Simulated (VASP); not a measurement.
Input of a VASP 6.6.1 run:

INCAR

```
PREC = Accurate ; ENCUT = 600
EDIFF = 1E-6 ; ISMEAR = 0
SIGMA = 0.02 ; LREAL = F
LASPH = T ; NELM = 120
ALGO = Normal ; ISIF = 2
LWAVE = F ; LCHARG = F
GGA = PE ; NBANDS = 63
GGA_COMPAT = F
```

Contents of KPOINTS:

```
Automatic mesh
0
Gamma
  6 6 6
```

Contents of POSCAR:

```
Hf3N4
1.0
   -3.3671426616      3.3671426616      3.3671426616
    3.3671426616     -3.3671426616      3.3671426616
    3.3671426616      3.3671426616     -3.3671426616
Hf N
6 8
Direct
    0.2500000000      0.6250000000      0.3750000000
    0.3750000000      0.2500000000      0.6250000000
    0.7500000000      0.8750000000      0.1250000000
    0.1250000000      0.7500000000      0.8750000000
    0.6250000000      0.3750000000      0.2500000000
    0.8750000000      0.1250000000      0.7500000000
    0.1330092770      0.1330092770      0.1330092770
    0.8669907230      0.5000000000      0.0000000000
    0.5000000000      0.0000000000      0.3669907230
    0.0000000000      0.8669907230      0.5000000000
    0.3669907230      0.5000000000      0.0000000000
    0.6330092770      0.6330092770      0.6330092770
    0.0000000000      0.3669907230      0.5000000000
    0.5000000000      0.0000000000      0.8669907230
```

Potentials or basis: VASP PAW PBE potentials, release 64 (Hf_pv, N).

The run is started by

```console
$ cat potpaw_PBE.64/Hf_pv/POTCAR potpaw_PBE.64/N/POTCAR > POTCAR
$ mpirun -np 1 vasp_std > vasp.out
```

**Question.** What does it give for the pressure?

**Answer.** -2.8 GPa.

**Question.** What does it give for the band gap on the k mesh?

**Answer.** 1.04 eV.

Forces in eV/Å, atoms in the order of the input:
```
Hf   0.000  0.000  0.000
Hf   0.000  0.000  0.000
Hf   0.000  0.000  0.000
Hf   0.000  0.000  0.000
Hf   0.000  0.000  0.000
Hf   0.000  0.000  0.000
N   -0.026 -0.026 -0.026
N   -0.026  0.026  0.026
N    0.026  0.026 -0.026
N    0.026 -0.026  0.026
N   -0.026  0.026  0.026
N   -0.026 -0.026 -0.026
N    0.026 -0.026  0.026
N    0.026  0.026 -0.026
```

Caveat: spin-orbit coupling is left out, which moves the levels of the heavy elements. A k mesh can miss the band edges.
